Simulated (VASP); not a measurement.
Input of a VASP 6.6.1 run:

Contents of INCAR:

```
PREC     = Accurate       # precision mode
ENCUT    = 520            # plane-wave cutoff, eV
EDIFF    = 1E-7           # SCF threshold, eV
ISMEAR   = -1             # smearing method
SIGMA    = 0.05           # smearing width, eV
LREAL    = F              # projectors in reciprocal space
LASPH    = T              # aspherical terms in the spheres
NELM     = 80             # most SCF steps
ALGO     = Normal         # electronic algorithm
ISIF     = 2              # what is computed and relaxed
LWAVE    = F              # write WAVECAR
LCHARG   = F              # write CHGCAR
GGA      = PE             # functional
NBANDS   = 12             # bands
```

Contents of KPOINTS:

```
Automatic mesh
0
Gamma
  12 12 12
```

Contents of POSCAR:

```
Tc
1.0
    0.0000000000      1.9629142836      1.9629142836
    1.9629142836      0.0000000000      1.9629142836
    1.9629142836      1.9629142836      0.0000000000
Tc
1
Direct
    0.0000000000      0.0000000000      0.0000000000
```

Potentials or basis: VASP PAW PBE potentials, release 64 (Tc_pv).

The run is started by

```sh
$ cat potpaw_PBE.64/Tc_pv/POTCAR > POTCAR
$ mpirun -np 1 vasp_std > vasp.out
```

(1) Estimate the pressure.

Results:

(1) -11.9 GPa.
